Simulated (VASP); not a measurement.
Input of a VASP 6.6.1 run:

The input INCAR:

```
  PREC = Accurate
  ENCUT = 520
  EDIFF = 1E-7
  ISMEAR = 0
  SIGMA = 0.02
  LREAL = Auto
  LASPH = True
  NELM = 80
  ALGO = Normal
  ISIF = 2
  LWAVE = False
  LCHARG = False
  GGA = PE
  NBANDS = 86
  NELECT = 130.0
```

The input KPOINTS:

```
Automatic mesh
0
Gamma
  2 2 2
  0.5 0.5 0.5
```

Contents of POSCAR:

```
B16P16H
1.0
   -4.5481928018      4.5481928018     -4.5481928018
   -4.5481928018     -4.5481928018      4.5481928018
    4.5481928018      4.5481928018      4.5481928018
B P H
16 16 1
Direct
    0.2544472168      0.2467973652      0.4965926245
    0.0000005497      0.5006774337      0.4959220284
    0.0000046172      0.2452242129      0.6981795052
    0.7480658029      0.7446444440      0.4962432549
    0.7502965790      0.4980481476      0.7477401791
    0.7507106996      0.2467536116     -0.0013785695
    0.4974613211     -0.0051289602      0.4961752059
    0.5001788840      0.7467213128      0.7463145579
    0.5025380628      0.4974107516     -0.0012864450
    0.4998208297      0.2465417692      0.2461349043
    0.2519340208     -0.0034186106      0.7481778254
    0.2497075321      0.7477548002     -0.0025537616
    0.2492895639      0.4960435053      0.2479122036
   -0.0000007695     -0.0023767682     -0.0017032040
   -0.0000006596      0.7466426003      0.2460884023
    0.7455590930     -0.0076443549      0.2421512341
    0.0000006596     -0.0043981205      0.2459899016
    0.7488278638      0.2466303758      0.2461883321
    0.7403548281     -0.0124490105      0.4890806298
    0.4991435278      0.4957437159      0.2468653043
    0.5022574019      0.2467802156      0.4955666125
    0.5008568456     -0.0033990424      0.7477220400
    0.2487739745      0.7456898042      0.2465159348
    0.2511715202      0.4978014562      0.4973613913
    0.2596452155      0.2471998328      0.7487244161
    0.2498962884     -0.0026346728     -0.0024641655
    0.0000006596      0.7488684294      0.4955583675
    0.0000040675      0.5035111966      0.7464444996
    0.0000003298      0.2469976646     -0.0000205576
    0.7501030956      0.7474684228      0.7476384903
    0.7512252996      0.4969147304     -0.0022581497
    0.4977453900      0.7445250559     -0.0066889205
    0.0000078053      0.2350564381      0.5320692428
```

Potentials or basis: VASP PAW PBE potentials, release 64 (B, P, H).

Launch:

```sh
$ cat potpaw_PBE.64/B/POTCAR potpaw_PBE.64/P/POTCAR potpaw_PBE.64/H/POTCAR > POTCAR
$ mpirun -np 1 vasp_std > vasp.out
```

Q: Estimate the largest force.

A: 0.340 eV/Å.

Forces on the atoms (eV/Å):
```
B    0.009  0.007  0.001
B    0.010  0.010 -0.002
B   -0.033 -0.034 -0.045
B    0.006  0.007 -0.004
B    0.008  0.005  0.000
B    0.003  0.009 -0.004
B   -0.001  0.012 -0.008
B    0.006  0.010  0.002
B    0.012 -0.001 -0.008
B    0.010  0.006  0.002
B    0.007  0.006 -0.004
B    0.005  0.008  0.000
B    0.009  0.003 -0.004
B    0.011  0.011  0.012
B    0.011  0.011 -0.002
B    0.008  0.009  0.001
P    0.023  0.023 -0.008
P    0.014  0.000 -0.002
P    0.013  0.005 -0.024
P    0.013  0.007 -0.009
P    0.004  0.007 -0.009
P    0.007  0.013 -0.009
P    0.009  0.007 -0.006
P   -0.001  0.014 -0.002
P    0.005  0.014 -0.024
P    0.007  0.010  0.000
P    0.003  0.003 -0.007
P   -0.004 -0.004  0.006
P    0.013  0.013  0.004
P    0.010  0.008  0.000
P    0.007  0.009 -0.006
P    0.007  0.004 -0.008
H   -0.209 -0.209  0.169
```

Caveat: the cell carries a net charge on a neutralising background, which shifts energy and pressure.
